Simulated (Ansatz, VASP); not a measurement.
**InSb3 in VASP and in Ansatz**

```
In Sb
1.0
     4.71756    0.00000    0.00000
     0.00000    4.71756    0.00000
     0.00000    0.00000    5.01241
In Sb
1 3
Direct
  0.00000 0.00000 0.00000
  0.50000 0.00000 0.50000
  0.00000 0.50000 0.50000
  0.50000 0.50000 0.00000
```

Alike in both runs: task single point; functional PBE; k mesh 10 × 10 × 10; occupations gaussian, width 0.15 eV; no spin polarisation.

```csv
,VASP,Ansatz
version,VASP 6.6.1,Ansatz 0.2.0
potentials or method,"VASP PAW PBE potentials, release 64 (In_d, Sb), cutoff 520 eV","scalar-relativistic, plane waves, PAW"
valence electrons in the cell,28,58
```

VASP gave:

```
gap on the k mesh at the Fermi level (eV)                     : none
pressure (GPa)                                                : -0.1
traceless stress, the component that is largest in VASP (GPa) : -0.13
```

**Question.** What did Ansatz give for the same quantities?

**Answer.** gap on the k mesh at the Fermi level (eV): none; pressure (GPa): 0.0; traceless stress, the component that is largest in VASP (GPa): -0.13.

A gap of «none» marks a metal or a gap that the smearing closes. The functional is the same, so the differences come from potentials, cutoffs and numerics. VASP's potentials hold 28 valence electrons a cell and Ansatz's 58, so a difference there can come from the potentials and not from the codes.

Neither program's run includes spin-orbit coupling.
